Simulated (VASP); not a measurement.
# TiN (Osbornite) (Fm-3m) in VASP: further runs, part 2 of 2

VASP 6.6.1.

**3. Single point, r2SCAN**

This run uses another cell than the first one, of 9.87 Å³/atom, 1.020 times its volume.

The input, POSCAR:

```
TiN
1.0
    0.0000000000      2.1447607800      2.1447607800
    2.1447607800      0.0000000000      2.1447607800
    2.1447607800      2.1447607800      0.0000000000
Ti N
1 1
Direct
    0.0000000000      0.0000000000      0.0000000000
    0.5000000000      0.5000000000      0.5000000000
```

The input, INCAR.step1:

```
PREC = Accurate ; ENCUT = 520
ISMEAR = -1 ; SIGMA = 0.1
LREAL = False ; LASPH = True
NELM = 80 ; NBANDS = 16
GGA = PE ; ALGO = Normal
EDIFF = 1E-4 ; LWAVE = True
LCHARG = False
```

The input, INCAR.step2:

```
PREC = Accurate ; ENCUT = 520
EDIFF = 1E-6 ; ISMEAR = -1
SIGMA = 0.1 ; LREAL = False
LASPH = True ; NELM = 80
ALGO = Normal ; ISIF = 2
LWAVE = False ; LCHARG = False
METAGGA = R2SCAN ; LMIXTAU = True
NBANDS = 16 ; ISTART = 1
```

The input, KPOINTS:

```
regular mesh
0
Gamma
  14 14 14
```

Potentials or basis: VASP PAW PBE potentials, release 64 (Ti_sv, N).

On the command line:

```sh
$ cat potpaw_PBE.64/Ti_sv/POTCAR potpaw_PBE.64/N/POTCAR > POTCAR
$ cp INCAR.step1 INCAR
$ mpirun -np 1 vasp_std > vasp.out
$ cp INCAR.step2 INCAR
$ mpirun -np 1 vasp_std > vasp.out
```

Wall time 83 s (1 thread of Intel Xeon 6975P-C (Granite Rapids), shared host); peak memory 0.16 GiB.

The run converged. Its results:

* Free energy: -26.0084 eV
* Pressure: -9.4 GPa

Levels at points of the mesh, in eV from the Fermi level:
```csv
k point,band 7,band 8,band 9,band 10,band 11,band 12
"(0.00, 0.00, 0.00)",-2.33,-2.33,-0.59,-0.59,-0.59,0.56
"(0.50, 0.00, 0.00)",-5.72,-5.72,1.64,1.64,2.30,5.66
"(0.50, 0.50, 0.00)",-3.56,-3.56,-2.95,1.58,2.30,2.30
```

Caveat: the PAW data sets were made with another functional, which shifts forces and pressure a little.

**4. Single point, r2SCAN**

This run uses another cell than the first one, of 10.06 Å³/atom, 1.039 times its volume.

The input, POSCAR:

```
TiN
1.0
    0.0000000000      2.1584220500      2.1584220500
    2.1584220500      0.0000000000      2.1584220500
    2.1584220500      2.1584220500      0.0000000000
Ti N
1 1
Direct
    0.0000000000      0.0000000000      0.0000000000
    0.5000000000      0.5000000000      0.5000000000
```

The input, INCAR.step1:

```
  PREC = Accurate
  ENCUT = 520
  ISMEAR = -1
  SIGMA = 0.1
  LREAL = False
  LASPH = True
  NELM = 100
  NBANDS = 16
  GGA = PE
  ALGO = Normal
  EDIFF = 1E-4
  LWAVE = True
  LCHARG = False
```

The input, INCAR.step2:

```
  PREC = Accurate
  ENCUT = 520
  EDIFF = 1E-6
  ISMEAR = -1
  SIGMA = 0.1
  LREAL = False
  LASPH = True
  NELM = 100
  ALGO = Normal
  ISIF = 2
  LWAVE = False
  LCHARG = False
  METAGGA = R2SCAN
  LMIXTAU = True
  NBANDS = 16
  ISTART = 1
```

KPOINTS is that of step 3.

Potentials or basis: VASP PAW PBE potentials, release 64 (Ti_sv, N).

On the command line:

```sh
$ cat potpaw_PBE.64/Ti_sv/POTCAR potpaw_PBE.64/N/POTCAR > POTCAR
$ cp INCAR.step1 INCAR
$ mpirun -np 1 vasp_std > vasp.out
$ cp INCAR.step2 INCAR
$ mpirun -np 1 vasp_std > vasp.out
```

OUTCAR:

```text
PREC = Accurate
   ENCUT = 520
   EDIFF = 1E-6
   ISMEAR = -1
   LREAL = False
   LASPH = True
   NELM = 100
   ISIF = 2
   METAGGA = R2SCAN
   ISTART = 1

 ion  position               nearest neighbor table
   1  0.000  0.000  0.000-   2 2.16   2 2.16   2 2.16   2 2.16   2 2.16   2 2.16
   2  0.500  0.500  0.500-   1 2.16   1 2.16   1 2.16   1 2.16   1 2.16   1 2.16

  LATTYP: Found a face centered cubic cell.
 ALAT       =     4.3168441000

  Lattice vectors:

 A1 = (   0.0000000000,   2.1584220500,   2.1584220500)
[... 190 lines left out ...]
      6       8.6418      2.00000
[... 433 lines left out ...]
      3     -24.5407      2.00000
      4     -24.5314      2.00000
      5      -5.9396      2.00000
      6       4.8603      2.00000
[... 8 lines left out ...]
     15      24.2412      0.00000
     16      27.6469      0.00000

 [... further k-points ...]
[... 5 lines left out ...]
  --------------------------------------------------------------------------------------
  -------------------------------------------------------------------------------------
  Total       -1.7582351     -1.7582351     -1.7582351     -0.0000000      0.0000000      0.0000000
  in kB     -140.0710657   -140.0710657   -140.0710657     -0.0000000      0.0000000      0.0000000
  external PRESSURE =    -140.0710657 kB  Pullay stress =       0.0000000 kB

 VOLUME and BASIS-vectors are now :
 -----------------------------------------------------------------------------
  energy-cutoff  :      520.00
  volume of cell :       20.11
      direct lattice vectors                 reciprocal lattice vectors
     0.000000000  2.158422050  2.158422050    -0.231650710  0.231650710  0.231650710
     2.158422050  0.000000000  2.158422050     0.231650710 -0.231650710  0.231650710
     2.158422050  2.158422050  0.000000000     0.231650710  0.231650710 -0.231650710

 POSITION                                       TOTAL-FORCE (eV/Angst)
 -----------------------------------------------------------------------------------
      0.00000      0.00000      0.00000         0.000000      0.000000     -0.000000
      2.15842      2.15842      2.15842        -0.000000     -0.000000      0.000000
 -----------------------------------------------------------------------------------
    total drift:                                0.000000     -0.000000     -0.000000

  FREE ENERGIE OF THE ION-ELECTRON SYSTEM (eV)
  ---------------------------------------------------
  free  energy   TOTEN  =       -25.9811981561 eV

  energy  without entropy=      -25.9504365928  energy(sigma->0) =      -25.96581737
```

OUTCAR.step1:

```text
PREC = Accurate
   ENCUT = 520
   ISMEAR = -1
   LREAL = False
   LASPH = True
[... 676 lines left out ...]
      0.00000      0.00000      0.00000         0.000000      0.000000      0.000000
      2.15842      2.15842      2.15842        -0.000000     -0.000000     -0.000000
 -----------------------------------------------------------------------------------
    total drift:                                0.000000     -0.000000     -0.000000

  FREE ENERGIE OF THE ION-ELECTRON SYSTEM (eV)
  ---------------------------------------------------
  free  energy   TOTEN  =       -19.6161238679 eV

  energy  without entropy=      -19.5843265498  energy(sigma->0) =      -19.60022521
```

It took 82 s on 1 thread of Intel Xeon 6975P-C (Granite Rapids), shared host; peak memory 0.16 GiB.

What came out:

```yaml
Free_energy: -25.9812 eV
Pressure: -14.0 GPa
```

Caveat: the PAW data sets were made with another functional, which shifts forces and pressure a little.

**5. Summary**

| cell | gap on the mesh (eV) | pressure (GPa) |
| --- | --- | --- |
| a = 3.014 Å, angles 60.0°, 2 atoms | none | -4.3 |
| a = 3.033 Å, angles 60.0°, 2 atoms | none | -9.4 |
| a = 3.052 Å, angles 60.0°, 2 atoms | none | -14.0 |

Alike in all rows: task single point; level r2SCAN; potentials or basis VASP PAW PBE potentials, release 64 (Ti_sv, N); no spin polarisation; k mesh 14 × 14 × 14; cutoff (eV) 520; smearing fermi-dirac 0.1 eV.

Caveats: the PAW data sets were made with another functional, which shifts forces and pressure a little.

Total energies depend on the potentials used, so only differences within one code and one set of settings carry meaning.
